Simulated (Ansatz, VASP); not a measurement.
## Two plane-wave programs on Si

```
Si
1.0
     2.05067    0.00000    0.00000
    -1.02533    1.77593    0.00000
     0.00000    0.00000    3.40885
Si
2
Direct
  0.33333 0.66667 0.25000
  0.66667 0.33333 0.75000
```

Change from the starting cell: volume scaled by 0.45, PAW files.

Alike in both runs: task single point; functional LDA; k mesh 15 × 15 × 8; occupations fermi-dirac, width 0.1 eV; no spin polarisation.

```csv
,VASP,Ansatz
version,VASP 6.6.1,Ansatz 0.2.0
potentials or method,"VASP PAW LDA potentials, release 64 (Si)","PAW with Ansatz's default frozen-core files, scalar-relativistic"
plane-wave cutoff (eV),520,420
valence electrons in the cell,8,8
```

Ansatz gave:

- pressure (GPa): 446.2
- traceless stress, the component that is largest in VASP (GPa): -0.43

Q: Which values does VASP return?

A: Pressure (GPa): 446.6; traceless stress, the component that is largest in VASP (GPa): -0.93.

LDA's correlation is that of Perdew and Zunger in VASP and of Perdew and Wang (1992) in Ansatz. Both programs put the cell under a high pressure, so it lies far from rest at this level.

Noted on VASP's run: the cell as given lies far from equilibrium.
